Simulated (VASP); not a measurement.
Crystal: MgH2.

```
CELL_PARAMETERS angstrom
-1.70205 1.70205 4.27215
1.70205 -1.70205 4.27215
1.70205 1.70205 -4.27215
ATOMIC_POSITIONS crystal
Mg 0.75000 0.25000 0.50000
Mg 0.00000 0.00000 0.00000
H 0.54200 0.04200 0.50000
H 0.79200 0.79200 0.00000
H 0.20800 0.20800 0.00000
H 0.95800 0.45800 0.50000
```

```yaml
Program: VASP 6.6.1
Task: relaxation of cell and atoms
Functional: PBEsol
Potentials_or_basis: VASP PAW PBE potentials, release 64 (Mg, H)
Cutoff: 600 eV
k_mesh: 8 × 8 × 8
Occupations: fermi-dirac, width 0.03 eV
Spin: no spin polarisation
```

At the start: pressure 25.1 GPa; volume 8.25 Å³/atom.

Task: Where does the relaxation end?

Result: Over 12 steps the energy falls by 185.6 meV/atom and the volume is 11.17 Å³/atom (+35.4 %); space group I4_1/amd (No. 141, to 0.1 Å) before and after.

The path:
| step | energy change (eV) | largest force (eV/Å) | pressure (GPa) | volume (Å³) |
| --- | --- | --- | --- | --- |
| 1 | 0.0000 | 0.4964 | 25.06 | 49.51 |
| 2 | -0.9493 | 0.0613 | 7.22 | 59.34 |
| 3 | -1.0908 | 0.0739 | 1.69 | 64.73 |
| 4 | -1.0993 | 0.1062 | 0.37 | 66.40 |
| 5 | -1.0993 | 0.1129 | 0.09 | 66.77 |
| 6 | -1.1075 | 0.0693 | -0.06 | 67.02 |
| 7 | -1.1127 | 0.0083 | -0.24 | 67.42 |
| 8 | -1.1127 | 0.0057 | -0.23 | 67.41 |
| 9 | -1.1130 | 0.0105 | -0.06 | 67.17 |
| 10 | -1.1131 | 0.0133 | 0.04 | 67.03 |
| 11 | -1.1131 | 0.0111 | 0.03 | 67.02 |
| 12 | -1.1133 | 0.0044 | 0.02 | 67.01 |

Final structure:
```yaml
crystal:
  lattice:
    - [-1.89389, 1.89389, 4.67049]
    - [1.89389, -1.89389, 4.67049]
    - [1.89389, 1.89389, -4.67049]
  atoms:
    - { symbol: Mg, position: [0.75000, 0.25000, 0.50000] }
    - { symbol: Mg, position: [0.00000, 0.00000, 0.00000] }
    - { symbol: H, position: [0.53847, 0.03847, 0.50000] }
    - { symbol: H, position: [0.78847, 0.78847, 0.00000] }
    - { symbol: H, position: [0.21153, 0.21153, 0.00000] }
    - { symbol: H, position: [0.96153, 0.46153, 0.50000] }
```

Caveat: the volume moved by over 15 % at a fixed basis, so the end points are rough; the PAW data sets were made with another functional, which shifts forces and pressure a little.
